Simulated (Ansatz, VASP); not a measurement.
One calculation of GaN, two programs

File POSCAR:

```
GaN
1.0
    3.3069741201      0.0000000000      0.0000000000
   -1.6534870601      2.8639235976      0.0000000000
    0.0000000000      0.0000000000      5.3852687547
Ga N
2 2
Direct
    0.3333333333      0.6666666667     -0.0010553069
    0.6666666667      0.3333333333      0.4989446931
    0.3333333333      0.6666666667      0.3760553069
    0.6666666667      0.3333333333      0.8760553069
```

The input INCAR.step1:

```
  PREC = Accurate
  ENCUT = 520
  ISMEAR = 0
  SIGMA = 0.01
  LREAL = F
  LASPH = T
  NELM = 100
  NBANDS = 26
  GGA = PE
  ALGO = Normal
  EDIFF = 1E-4
  LWAVE = T
  LCHARG = F
```

INCAR.step2

```
  PREC = Accurate
  ENCUT = 520
  EDIFF = 1E-7
  ISMEAR = 0
  SIGMA = 0.01
  LREAL = F
  LASPH = T
  NELM = 100
  ALGO = Normal
  ISIF = 2
  LWAVE = F
  LCHARG = F
  METAGGA = R2SCAN
  LMIXTAU = T
  NBANDS = 26
  ISTART = 1
```

KPOINTS

```
regular mesh
0
Gamma
  12 12 6
```

Input for Ansatz:

```yaml
crystal:
  lattice:
    - [3.3069741201, 0.0, 0.0]
    - [-1.6534870601, 2.8639235976, 0.0]
    - [0.0, 0.0, 5.3852687547]
  atoms:
    - { symbol: Ga, position: [0.3333333333, 0.6666666667, -0.0010553069] }
    - { symbol: Ga, position: [0.6666666667, 0.3333333333, 0.4989446931] }
    - { symbol: "N", position: [0.3333333333, 0.6666666667, 0.3760553069] }
    - { symbol: "N", position: [0.6666666667, 0.3333333333, 0.8760553069] }
kpoints:
  mp_grid: { grid: [12, 12, 6] }
  band_path:
    path:
      - [0.0, 0.0, 0.0]
      - [0.5, 0.0, 0.0]
      - [0.3333333333, 0.3333333333, 0.0]
      - [0.0, 0.0, 0.5]
      - [0.5, 0.0, 0.5]
      - [0.3333333333, 0.3333333333, 0.5]
    npoints: 1
hamiltonian:
  xc: r2scan
scf:
  occupations: { method: fixed }
  n_extra_bands: 5
output:
  forces: true
  stress: true
  eigenvalues: true
```

Change from the starting cell: hydrostatic strain +3.9%.

Alike in both runs: task single point; functional r2SCAN; k mesh 12 × 12 × 6; no spin polarisation.

```csv
,VASP,Ansatz
version,VASP 6.6.1,Ansatz 0.2.0
potentials or method,"VASP PAW PBE potentials, release 64 (Ga_d, N)","plane waves, PAW"
plane-wave cutoff (eV),520,500
occupations,"gaussian, width 0.01 eV",fixed
valence electrons in the cell,36,36
```

|  | VASP | Ansatz | Ansatz less VASP |
| --- | --- | --- | --- |
| gap on the k mesh at the Fermi level (eV) | 1.55 | 1.56 | +0.002 |
| pressure (GPa) | -16.9 | -17.5 | -0.66 |
| traceless stress, the component that is largest in VASP (GPa) | 0.07 | 0.07 | 0.000 |

VASP's potentials were made for PBE, not for r2SCAN.
